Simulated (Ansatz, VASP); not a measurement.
Two plane-wave programs on BaTiO3

```
Ba Ti O
1.0
     4.03980    0.00000    0.00000
     0.00000    4.03980    0.00000
     0.00000    0.00000    4.01800
Ba Ti O
1 1 3
Direct
  0.00000 0.00000 0.00000
  0.50000 0.50000 0.50000
  0.50000 0.50000 0.00000
  0.50000 0.00000 0.50000
  0.00000 0.50000 0.50000
```

Change from the starting cell: equal xx and yy strain of +1 %, PAW files.

Alike in both runs: task electric field gradients; functional PBEsol; k mesh 7 × 7 × 7; occupations fermi-dirac, width 0.03 eV; no spin polarisation.

|  | VASP | Ansatz |
| --- | --- | --- |
| version | VASP 6.6.1 | Ansatz 0.2.0 |
| potentials or method | VASP PAW PBE potentials, release 64 (Ba_sv, Ti_sv, O_h) | PAW with Ansatz's default frozen-core files, scalar-relativistic |
| plane-wave cutoff (eV) | 910 | 420 |
| valence electrons in the cell | 40 | 40 |

Ansatz gave:

| Quantity | Value |
| --- | --- |
| gap on the k mesh at the Fermi level (eV) | 1.77 |
| size of Vzz on the site where it differs most (V/Å²) | 24.1 |

Which values does VASP return?

gap on the k mesh at the Fermi level (eV): 1.71; size of Vzz on the site where it differs most (V/Å²): 23.1.

VASP's potentials were made for PBE, not for PBEsol. With one functional, cell and mesh, what is left measures potentials, basis and numerics.

Neither program's run includes spin-orbit coupling. Noted on VASP's run: the cutoff is short for stress, so the pressure is rough.
